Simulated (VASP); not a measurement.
# Si (a cell with a defect): single point with PBEsol

Si (a cell with a defect):

```
Si
1.0
     0.00000    5.43000    5.43000
     5.43000    0.00000    5.43000
     5.43000    5.43000    0.00000
Si
17
Direct
  0.99155 0.00114 0.00071
  0.10167 0.13284 0.13241
  0.99157 0.00112 0.50593
  0.12747 0.11445 0.62871
  0.99156 0.50636 0.00070
  0.12746 0.62914 0.11402
  0.03827 0.48730 0.48688
  0.12749 0.62912 0.62870
  0.47536 0.00828 0.00785
  0.61967 0.12147 0.12105
  0.50623 0.97878 0.50718
  0.61969 0.12146 0.63715
  0.50622 0.50761 0.97835
  0.61968 0.63757 0.12104
  0.50624 0.50757 0.50716
  0.66698 0.61107 0.61064
  0.42830 0.35730 0.35685
```

| Quantity | Value |
| --- | --- |
| Program | VASP 6.6.1 |
| Task | single point |
| Functional | PBEsol |
| Potentials or basis | VASP PAW PBE potentials, release 64 (Si) |
| Cutoff | 520 eV |
| k mesh | 2 × 2 × 2 |
| Occupations | gaussian, width 0.05 eV |
| Spin | no spin polarisation |
| Dipole correction | no |
| Further INCAR settings | LREAL = Auto; ALGO = Normal; EDIFF = 1e-06; NBANDS = 48 |

```
Pressure               : 3.2 GPa
Largest force          : 0.258 eV/Å
Band gap on the k mesh : zero (bands 34 and 35 overlap by 0.14 eV)
```

Forces on the atoms (eV/Å):
```
Si  -0.026  0.022  0.021
Si  -0.043  0.043  0.044
Si  -0.022  0.026  0.021
Si   0.004 -0.005  0.034
Si  -0.021  0.022  0.027
Si   0.005  0.034 -0.005
Si   0.097 -0.097 -0.098
Si  -0.035 -0.004 -0.004
Si  -0.044  0.047  0.045
Si  -0.026  0.019  0.020
Si   0.015 -0.016  0.091
Si  -0.020  0.027  0.020
Si   0.015  0.091 -0.016
Si  -0.021  0.020  0.026
Si  -0.091 -0.017 -0.015
Si   0.065 -0.062 -0.064
Si   0.149 -0.149 -0.149
```

Stress tensor (GPa, compression positive):
```
 3.16  0.24  0.24
 0.24  3.16 -0.24
 0.24 -0.24  3.16
```

Levels at points of the mesh, in eV from the Fermi level:
| k point | band 32 | band 33 | band 34 | band 35 | band 36 | band 37 |
| --- | --- | --- | --- | --- | --- | --- |
| (0.00, 0.00, 0.00) | -0.72 | -0.72 | -0.42 | -0.13 | -0.13 | 0.07 |
| (0.50, 0.00, 0.00) | -1.31 | -1.31 | -0.34 | 0.41 | 0.41 | 1.04 |
| (0.00, 0.50, 0.00) | -1.35 | -1.15 | -0.21 | 0.28 | 0.75 | 0.80 |
| (0.00, 0.00, 0.50) | -1.35 | -1.15 | -0.21 | 0.28 | 0.75 | 0.80 |
| (0.50, 0.50, 0.50) | -1.35 | -1.15 | -0.21 | 0.28 | 0.75 | 0.80 |
| (0.50, 0.50, 0.00) | -1.77 | -0.89 | 0.02 | 0.57 | 1.10 | 1.22 |
| (0.00, 0.50, 0.50) | -1.77 | -0.89 | 0.02 | 0.57 | 1.10 | 1.22 |
| (0.50, 0.00, 0.50) | -1.77 | -0.89 | 0.02 | 0.57 | 1.10 | 1.22 |

It took 3.4 min on 1 thread of Intel(R) Xeon(R) Platinum 8259CL CPU @ 2.50GHz (Skylake/Cascade Lake) (shared host), peak memory 0.46 GiB.

Caveat: the k points lie up to 0.50 Å⁻¹ apart; the PAW data sets were made with another functional, which shifts forces and pressure a little.
